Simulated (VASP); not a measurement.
## GaP: single point with revPBE

GaP:

```xyz
2
Lattice="0.0000 2.7252 2.7252 2.7252 0.0000 2.7252 2.7252 2.7252 0.0000" Properties=species:S:1:pos:R:3 pbc="T T T"
Ga    0.0000    0.0000    0.0000
P     4.0879    4.0879    4.0879
```

```
Program             : VASP 6.6.1
Task                : single point
Functional          : revPBE
Potentials or basis : VASP PAW PBE potentials, release 64 (Ga_d, P)
Cutoff              : 500 eV
k mesh              : 6 × 6 × 6
Occupations         : gaussian, width 0.01 eV
Spin                : no spin polarisation
```

* Pressure: 3.9 GPa
* Band gap on the k mesh: 1.72 eV (least direct gap 1.92 eV)

Levels at points of the mesh, in eV from the valence-band top:
```
           k point  band 7  band 8  band 9  band 10  band 11  band 12
(0.00, 0.00, 0.00)    0.00    0.00    0.00     1.92     3.91     3.91
(0.50, 0.00, 0.00)   -6.60   -1.11   -1.11     1.74     4.74     4.74
(0.50, 0.50, 0.00)   -6.72   -2.67   -2.67     1.72     1.88    10.63
```

Wall time 19 s on 1 thread of Intel(R) Xeon(R) Platinum 8259CL CPU @ 2.50GHz (Skylake/Cascade Lake), with other jobs on the host, peak memory 0.15 GiB.

Caveat: the cell stands under pressure; the PAW data sets were made with another functional, which shifts forces and pressure a little. A k mesh can miss the band edges.
